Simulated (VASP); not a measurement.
# Ir (P6_3/mmc) in VASP: notebook, part 2 of 2

VASP 6.6.1. Earlier steps stand in the parts before.

### 3 Single point, LDA

This run uses another cell than the first one, of the same volume but with other edges.

File INCAR:

```
SYSTEM = Ir
  PREC = Accurate
  ENCUT = 500
  EDIFF = 1E-6
  ISMEAR = 0
  SIGMA = 0.15
  LREAL = .False.
  LASPH = .True.
  NELM = 120
  ALGO = Normal
  ISIF = 2
  LWAVE = .False.
  LCHARG = .True.
  GGA = CA
  LELF = .True.
  LVHAR = .True.
  NBANDS = 16
  GGA_COMPAT = .False.
```

File KPOINTS:

```
Automatic mesh
0
Gamma
  18 18 10
  0 0 0
```

File POSCAR:

```
Ir
1.0
    2.6782000000      0.0000000000      0.0000000000
   -1.3391000000      2.3193892364      0.0000000000
    0.0000000000      0.0000000000      4.6202000000
Ir
2
Direct
    0.6666666667      0.3333333333      0.7500000000
    0.3333333333      0.6666666667      0.2500000000
```

Potentials or basis: VASP PAW LDA potentials, release 64 (Ir).

Launch:

```bash
$ cat potpaw_LDA.64/Ir/POTCAR > POTCAR
$ mpirun -np 1 vasp_std > vasp.out
```

Run time: 67 s. Hardware: 1 thread of Intel Xeon 6975P-C, shared host; peak memory 0.2 GiB.

It converged, with:

| Item | Value |
| --- | --- |
| Free energy | -20.4057 eV |
| Pressure | -8.1 GPa |
| Band gap on the k mesh | zero (band 9 reaches 11.45 eV, above the bottom of band 10 at 7.81 eV) |

Stress tensor (GPa, compression positive):
```
 -0.78   0.00   0.00
  0.00  -0.78   0.00
  0.00   0.00 -22.86
```

Levels at points of the mesh, in eV from the Fermi level:
```tsv
k point	band 5	band 6	band 7	band 8	band 9	band 10	band 11	band 12	band 13	band 14
(0.00, 0.00, 0.00)	-3.70	-3.19	-3.19	-1.74	-1.74	-1.23	0.40	0.40	6.18	14.73
(0.50, 0.00, 0.00)	-3.49	-3.17	-3.04	0.78	1.19	1.48	3.13	4.67	8.23	9.66
(0.00, 0.00, 0.50)	-3.70	-3.70	-3.70	-3.70	-0.33	-0.33	-0.33	-0.33	13.00	13.00
(0.50, 0.00, 0.50)	-1.76	-1.76	-0.81	-0.81	1.35	1.35	2.07	2.07	7.92	7.92
```

Caveat: spin-orbit coupling is left out, which moves the levels of the heavy elements.

### 4 Single point, LDA

This run uses another cell than the first one, of 14.27 Å³/atom, 0.994 times its volume.

File INCAR:

```
ALGO = Normal
EDIFF = 1E-6
ENCUT = 500
GGA = CA
GGA_COMPAT = False
ISIF = 2
ISMEAR = 0
LASPH = True
LCHARG = False
LREAL = False
LWAVE = False
NBANDS = 16
NELM = 120
PREC = Accurate
SIGMA = 0.15
```

File KPOINTS:

```
k-points
0
Gamma
  18 18 10
```

File POSCAR:

```
Ir
1.0
    2.7052686553      0.0000000000      0.0000000000
   -1.3526343277      2.3428313795      0.0000000000
    0.0000000000      0.0000000000      4.5032000000
Ir
2
Direct
    0.6666666667      0.3333333333      0.7500000000
    0.3333333333      0.6666666667      0.2500000000
```

Launch:

```bash
$ cat potpaw_LDA.64/Ir/POTCAR > POTCAR
$ mpirun -np 1 vasp_std > vasp.out
```

It took 69 s on 1 thread of Intel Xeon 6975P-C, shared host; peak memory 0.2 GiB.

It converged, with:

```yaml
Free_energy: -20.4811 eV
Pressure: -7.4 GPa
Band_gap_on_the_k_mesh: zero (band 9 reaches 11.36 eV, above the bottom of band 10 at 7.91 eV)
```

Stress tensor (GPa, compression positive):
```
 -4.17   0.00   0.00
  0.00  -4.17   0.00
  0.00   0.00 -13.95
```

Levels at points of the mesh, in eV from the Fermi level:
```csv
k point,band 7,band 8,band 9,band 10,band 11,band 12
"(0.00, 0.00, 0.00)",-3.19,-2.12,-2.12,-0.98,0.32,0.32
"(0.50, 0.00, 0.00)",-3.09,0.88,0.91,1.27,3.04,4.53
"(0.00, 0.00, 0.50)",-3.85,-3.85,-0.43,-0.43,-0.43,-0.43
"(0.50, 0.00, 0.50)",-0.90,-0.90,1.12,1.12,2.06,2.06
```

Caveat: spin-orbit coupling is left out, which moves the levels of the heavy elements.

### 5 Single point, LDA

This run uses another cell than the first one, of the same volume but with other edges.

File INCAR:

```
PREC = Accurate
ENCUT = 500
EDIFF = 1E-6
ISMEAR = 0
SIGMA = 0.15
LREAL = F
LASPH = T
NELM = 120
ALGO = Normal
ISIF = 2
LWAVE = F
LCHARG = F
GGA = CA
NBANDS = 16
GGA_COMPAT = F
```

File KPOINTS:

```
regular mesh
0
Gamma
  18 18 10
```

POSCAR, as its differences from that of step 4:

```diff
@@ -4,3 +4,3 @@
    -1.3526343277      2.3428313795      0.0000000000
-    0.0000000000      0.0000000000      4.5032000000
+    0.0000000000      0.0000000000      4.5325000000
 Ir
```

Launch:

```bash
$ cat potpaw_LDA.64/Ir/POTCAR > POTCAR
$ mpirun -np 1 vasp_std > vasp.out
```

It took 54 s on 1 thread of Intel Xeon 6975P-C, shared host; peak memory 0.2 GiB.

Results (log left out):

| Item | Value |
| --- | --- |
| Free energy | -20.4631 eV |
| Pressure | -9.6 GPa |
| Band gap on the k mesh | zero (band 9 reaches 11.27 eV, above the bottom of band 10 at 7.82 eV) |

Stress tensor (GPa, compression positive):
```
 -5.67   0.00   0.00
  0.00  -5.67   0.00
  0.00   0.00 -17.44
```

Levels at points of the mesh, in eV from the Fermi level:
```csv
k point,band 6,band 7,band 8,band 9,band 10,band 11,band 12,band 13
"(0.00, 0.00, 0.00)",-3.16,-3.16,-2.03,-2.03,-1.01,0.33,0.33,6.53
"(0.50, 0.00, 0.00)",-3.20,-3.08,0.85,0.95,1.29,3.03,4.53,8.16
"(0.00, 0.00, 0.50)",-3.79,-3.79,-3.79,-0.42,-0.42,-0.42,-0.42,13.39
"(0.50, 0.00, 0.50)",-1.92,-0.87,-0.87,1.15,1.15,2.05,2.05,7.72
```

Caveat: spin-orbit coupling is left out, which moves the levels of the heavy elements.

### 6 Single point, LDA

This run uses another cell than the first one, of 14.42 Å³/atom, 1.005 times its volume.

INCAR, as its differences from that of step 5:

```diff
@@ -12,3 +12,2 @@
 LCHARG = F
-GGA = CA
 NBANDS = 16
```

KPOINTS is that of step 5.

File POSCAR:

```
Ir
1.0
    2.6512000000      0.0000000000      0.0000000000
   -1.3256000000      2.2960065505      0.0000000000
    0.0000000000      0.0000000000      4.7371000000
Ir
2
Direct
    0.6666666667      0.3333333333      0.7500000000
    0.3333333333      0.6666666667      0.2500000000
```

Potentials or basis: VASP PAW LDA potentials, release 64 (Ir).

Launch:

```bash
$ cat potpaw_LDA.64/Ir/POTCAR > POTCAR
$ mpirun -np 1 vasp_std > vasp.out
```

OUTCAR:

```text
PREC = Accurate
   ENCUT = 500
   EDIFF = 1E-6
   ISMEAR = 0
   LREAL = F
   LASPH = T
   NELM = 120
   ISIF = 2

 ion  position               nearest neighbor table
   1  0.667  0.333  0.750-   2 2.82   2 2.82   2 2.82   2 2.82   2 2.82   2 2.82
   2  0.333  0.667  0.250-   1 2.82   1 2.82   1 2.82   1 2.82   1 2.82   1 2.82

  LATTYP: Found a hexagonal cell.
 ALAT       =     2.6512000000
 C/A-ratio  =     1.7867757996

  Lattice vectors:

 A1 = (   2.6512000000,   0.0000000000,   0.0000000000)
 A2 = (  -1.3256000000,   2.2960065505,   0.0000000000)
 A3 = (   0.0000000000,   0.0000000000,   4.7371000000)

Analysis of symmetry for initial positions (statically):
=====================================================================
 Subroutine PRICEL returns:
 Original cell was already a primitive cell.

 Routine SETGRP: Setting up the symmetry group for a
 hexagonal supercell.

 Subroutine GETGRP returns: Found 24 space group operations
 (whereof 12 operations were pure point group operations)
 out of a pool of 24 trial point group operations.

The static configuration has the point symmetry D_3d.
 The point group associated with its full space group is D_6h.

[... 156 lines left out ...]
  ext. energy  EPLUGINS =         0.00000000
  ---------------------------------------------------
  free energy    TOTEN  =       -20.27968823 eV

  energy without entropy =      -20.25263850  energy(sigma->0) =      -20.26616337

 E-fermi :   9.9615     XC(G=0): -14.0202

 val. band max:        9.9600629220   @ k =   0.3333   0.0556   0.2000
 cond. band min:       9.9632692920   @ k =   0.3333  -0.0000   0.1000
 fundamental gap:      0.0032063700
 Fermi energy:         9.9615454194

 k-point     1 :       0.0000    0.0000    0.0000
  band No.  band energies     occupation
      1      -0.9242      2.00000
      2       1.7770      2.00000
      3       5.3159      2.00000
      4       6.3338      2.00000
      5       6.3338      2.00000
      6       6.7682      2.00000
[... 433 lines left out ...]
      3       3.4818      2.00000
      4       6.0850      2.00000
      5       6.3765      2.00000
      6       6.6495      2.00000
[... 8 lines left out ...]
     15      20.7420      0.00000
     16      23.5701      0.00000

 [... further k-points ...]
[... 5 lines left out ...]
  --------------------------------------------------------------------------------------
  -------------------------------------------------------------------------------------
  Total        0.7641573      0.7641573     -5.5026326     -0.0000000      0.0000000      0.0000000
  in kB       42.4585513     42.4585513   -305.7404705     -0.0000000      0.0000000      0.0000000
  external PRESSURE =     -73.6077893 kB  Pullay stress =       0.0000000 kB

 VOLUME and BASIS-vectors are now :
 -----------------------------------------------------------------------------
  energy-cutoff  :      500.00
  volume of cell :       28.84
      direct lattice vectors                 reciprocal lattice vectors
     2.651200000  0.000000000  0.000000000     0.377187689  0.217769414  0.000000000
    -1.325600000  2.296006551  0.000000000     0.000000000  0.435538827  0.000000000
     0.000000000  0.000000000  4.737100000     0.000000000  0.000000000  0.211099618

 POSITION                                       TOTAL-FORCE (eV/Angst)
 -----------------------------------------------------------------------------------
      1.32560      0.76534      3.55282         0.000000     -0.000000      0.000000
     -0.00000      1.53067      1.18427        -0.000000      0.000000      0.000000
 -----------------------------------------------------------------------------------
    total drift:                               -0.000000      0.000000     -0.000000

  FREE ENERGIE OF THE ION-ELECTRON SYSTEM (eV)
  ---------------------------------------------------
  free  energy   TOTEN  =       -20.2796882341 eV

  energy  without entropy=      -20.2526385025  energy(sigma->0) =      -20.26616337
```

Wall time 60 s (1 thread of Intel Xeon 6975P-C, shared host); peak memory 0.2 GiB.

Results:

```
Free energy            : -20.2797 eV
Pressure               : -7.4 GPa
Band gap on the k mesh : zero (band 9 reaches 11.55 eV, above the bottom of band 10 at 8.02 eV)
```

Caveat: spin-orbit coupling is left out, which moves the levels of the heavy elements.

### 7 The runs side by side

```tsv
cell	gap on the mesh (eV)	pressure (GPa)
a = 2.786, b = 2.786, c = 4.269 Å, angles 90.0, 90.0, 120.0°, 2 atoms	none	-7.9
a = 2.678, b = 2.678, c = 4.620 Å, angles 90.0, 90.0, 120.0°, 2 atoms	none	-8.1
a = 2.705, b = 2.705, c = 4.503 Å, angles 90.0, 90.0, 120.0°, 2 atoms	none	-7.4
a = 2.705, b = 2.705, c = 4.532 Å, angles 90.0, 90.0, 120.0°, 2 atoms	none	-9.6
a = 2.651, b = 2.651, c = 4.737 Å, angles 90.0, 90.0, 120.0°, 2 atoms	none	-7.4
```

Alike in all rows: task single point; level LDA; potentials or basis VASP PAW LDA potentials, release 64 (Ir); no spin polarisation; k mesh 18 × 18 × 10; cutoff (eV) 500; smearing gaussian 0.15 eV.

Caveats: spin-orbit coupling is left out, which moves the levels of the heavy elements.

Absolute energies hang on the potentials; compare differences alone.
